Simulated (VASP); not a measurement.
LiF, 8 atoms in the cell. It takes space group Fm-3m (No. 225, cubic). The conventional cell has a = 4.027 Å, b = 4.027 Å, c = 4.027 Å, α = 90.00°, β = 90.00°, γ = 90.00°. Within 2.7 Å of Li (site symmetry m-3m) lie 6 F at 2.01 Å. F (site symmetry m-3m) has 6 Li at 2.01 Å within 2.7 Å. 

* Program: VASP 6.6.1
* Task: vibrations by perturbation theory
* Functional: PBE
* Potentials or basis: VASP PAW PBE potentials, release 64 (Li_sv, F)
* Cutoff: 520 eV
* k mesh: 4 × 4 × 4
* Occupations: gaussian, width 0.01 eV
* Spin: no spin polarisation
* Dipole correction: no
* Further INCAR settings: ALGO = Normal; EDIFF = 1e-08; IBRION = 8; NSW = 1

Potentials or basis: VASP PAW PBE potentials, release 64 (Li_sv, F).

Run with:

```bash
$ cat potpaw_PBE.64/Li_sv/POTCAR potpaw_PBE.64/F/POTCAR > POTCAR
$ mpirun -np 1 vasp_std > vasp.out
```

Hardware: 1 thread of Intel Xeon 8259CL, with other jobs on the host.

Task: How long does it take, and how much memory?

Result: Run time: 5.3 min on 1 thread of Intel Xeon 8259CL, with other jobs on the host, peak memory 0.22 GiB. Counts: scf iterations 64, k points 10.
